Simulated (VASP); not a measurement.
A run of VASP 6.6.1 is set up as follows.

INCAR

```
PREC = Accurate ; ENCUT = 520
EDIFF = 1E-6 ; ISMEAR = 0
SIGMA = 0.02 ; LREAL = F
LASPH = T ; NELM = 100
ALGO = Normal ; ISIF = 2
LWAVE = F ; LCHARG = T
GGA = PE ; LELF = T
LVHAR = T ; NBANDS = 56
```

The input KPOINTS:

```
Automatic mesh
0
Gamma
  6 6 6
```

File POSCAR:

```
Ga2BAs3
1.0
    3.3138248162     -5.7876241395     -0.0029604179
    3.3138248162      5.7876241395     -0.0029604179
   -2.0942885278      0.0000000000      6.2289485786
Ga B As
4 2 6
Direct
    0.5885405779      0.4124319438      0.9997283550
    0.2444973413      0.7549138180      0.9996063162
    0.4124319438      0.5885405779      0.4997283550
    0.7549138180      0.2444973413      0.4996063162
    0.9284624877      0.0766874433      0.0047378281
    0.0766874433      0.9284624877      0.5047378281
    0.2555571694      0.4207515152      0.1066032041
    0.9642391582      0.8307262130      0.1553280566
    0.6616201718      0.1115721603      0.1089962400
    0.8307262130      0.9642391582      0.6553280566
    0.4207515152      0.2555571694      0.6066032041
    0.1115721603      0.6616201718      0.6089962400
```

Potentials or basis: VASP PAW PBE potentials, release 64 (Ga_d, B, As).

Run with:

```bash
$ cat potpaw_PBE.64/Ga_d/POTCAR potpaw_PBE.64/B/POTCAR potpaw_PBE.64/As/POTCAR > POTCAR
$ mpirun -np 1 vasp_std > vasp.out
```

What does it give for the largest force?

0.013 eV/Å.

Estimate the pressure.

0.2 GPa.

Forces in eV/Å, atoms in the order of the input:
```
Ga   0.004 -0.001  0.001
Ga  -0.001  0.000  0.002
Ga   0.004  0.001  0.001
Ga  -0.001  0.000  0.002
B   -0.004 -0.007 -0.006
B   -0.004  0.007 -0.006
As   0.013  0.000  0.004
As  -0.005 -0.007 -0.003
As  -0.007  0.010  0.002
As  -0.005  0.007 -0.003
As   0.013  0.000  0.004
As  -0.007 -0.010  0.002
```
